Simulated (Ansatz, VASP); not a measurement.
One calculation of KMgF3, two programs

File INCAR:

```
SYSTEM = KMgF3
PREC     = Accurate       ! precision mode
ENCUT    = 600            ! plane-wave cutoff, eV
EDIFF    = 1E-6           ! SCF threshold, eV
ISMEAR   = -1             ! smearing method
SIGMA    = 0.05           ! smearing width, eV
LREAL    = .FALSE.        ! projectors in reciprocal space
LASPH    = .TRUE.         ! aspherical terms in the spheres
NELM     = 80             ! most SCF steps
ALGO     = Normal         ! electronic algorithm
ISIF     = 3              ! what is computed and relaxed
LWAVE    = .FALSE.        ! write WAVECAR
LCHARG   = .FALSE.        ! write CHGCAR
GGA      = PS             ! functional
IBRION   = 2              ! ionic algorithm
NSW      = 60             ! ionic steps
EDIFFG   = -0.01          ! ionic threshold
```

KPOINTS

```
Automatic mesh
0
G
  7 7 7
  0 0 0
```

Contents of POSCAR:

```
KMgF3
1.0
    3.9859000000      0.0000000000      0.0000000000
    0.0000000000      3.9859000000      0.0000000000
    0.0000000000      0.0000000000      3.9859000000
K Mg F
1 1 3
Direct
    0.5000000000      0.5000000000      0.5000000000
    0.0000000000      0.0000000000      0.0000000000
    0.0000000000      0.0000000000      0.5000000000
    0.0000000000      0.5000000000      0.0000000000
    0.5000000000      0.0000000000      0.0000000000
```

Contents of input.yaml:

```yaml
crystal:
  lattice:
    - [3.9859, 0.0, 0.0]
    - [0.0, 3.9859, 0.0]
    - [0.0, 0.0, 3.9859]
  atoms:
    - { symbol: K, position: [0.5, 0.5, 0.5] }
    - { symbol: Mg, position: [0.0, 0.0, 0.0] }
    - { symbol: F, position: [0.0, 0.0, 0.5] }
    - { symbol: F, position: [0.0, 0.5, 0.0] }
    - { symbol: F, position: [0.5, 0.0, 0.0] }
hamiltonian:
  xc: pbesol
  pseudopotentials: { kind: paw }
kpoints:
  mp_grid: { grid: [7, 7, 7] }
scf:
  occupations: { method: fermi_dirac, width: 0.05 }
output:
  forces: true
  stress: true
  eigenvalues: true
relax:
  f_tol: 0.01
  max_steps: 40
  cell: { stress_tol: 0.05 }
```

Alike in both runs: task relaxation of cell and atoms; functional PBEsol; k mesh 7 × 7 × 7; occupations fermi-dirac, width 0.05 eV; no spin polarisation.

|  | VASP | Ansatz |
| --- | --- | --- |
| version | VASP 6.6.1 | Ansatz 0.2.0 |
| potentials or method | VASP PAW PBE potentials, release 64 (K_sv, Mg, F) | Ansatz PAW |
| plane-wave cutoff (eV) | 600 | 420 |
| valence electrons in the cell | 32 | 40 |

VASP gave:

- gap on the k mesh at the Fermi level, each at its own relaxed structure (eV): 7.17
- relaxed volume (Å³/atom): 12.64
- relaxed cell length with the largest relative difference (Å): 3.983

Which values does Ansatz return?

gap on the k mesh at the Fermi level, each at its own relaxed structure (eV): 7.15; relaxed volume (Å³/atom): 12.71; relaxed cell length with the largest relative difference (Å): 3.991.

VASP's potentials were made for PBE, not for PBEsol. VASP's potentials hold 32 valence electrons a cell and Ansatz's 40, so a difference there can come from the potentials and not from the codes.

Noted on Ansatz's run: odd divisions of the mesh miss points on the zone boundary, where band edges often lie, so the gap on the mesh can be too wide; the plane-wave basis is chosen anew once the cell has moved, so the energies of steps on either side of that aren't comparable.
